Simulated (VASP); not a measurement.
A run of VASP 6.6.1:

INCAR

```
SYSTEM = AlCo
  METAGGA = LAK
  ISPIN = 2
  MAGMOM = 2 0
  LORBIT = 11
  ISMEAR = -1
  SIGMA = 0.02
  LWAVE = .FALSE.
  LCHARG = .FALSE.
  ISIF = 2
  PREC = Accurate
  LASPH = .TRUE.
  LREAL = .FALSE.
  ALGO = Normal
  EDIFF = 1E-7
  NELM = 200
  GGA_COMPAT = .FALSE.
  ENCUT = 710
  LMAXMIX = 4
  LMIXTAU = .TRUE.
  KPAR = 8
  NBANDS = 28
  ADDGRID = .FALSE.
```

Contents of KPOINTS:

```
Automatic mesh
0
Gamma
  15 15 15
  0 0 0
```

File POSCAR:

```
AlCo
1.0
    2.8194032100      0.0000000000      0.0000000000
    0.0000000000      2.8194032100      0.0000000000
    0.0000000000      0.0000000000      2.8475972421
Co Al
1 1
Direct
    0.5000000000      0.5000000000      0.5000000000
    0.0000000000      0.0000000000      0.0141874000
```

Potentials or basis: VASP PAW PBE potentials, release 64 (Co, Al).

Command:

```sh
$ cat potpaw_PBE.64/Co/POTCAR potpaw_PBE.64/Al/POTCAR > POTCAR
$ mpirun -np 8 vasp_std > vasp.out
```

Hardware: 8 MPI ranks on Intel(R) Xeon(R) Platinum 8488C (Sapphire Rapids) (shared host).

How long does it take, and how much memory?

Wall time 5.8 min on 8 MPI ranks on Intel(R) Xeon(R) Platinum 8488C (Sapphire Rapids), on a shared host, peak memory 0.51 GiB a rank. Counts: scf iterations 22, k points 288.
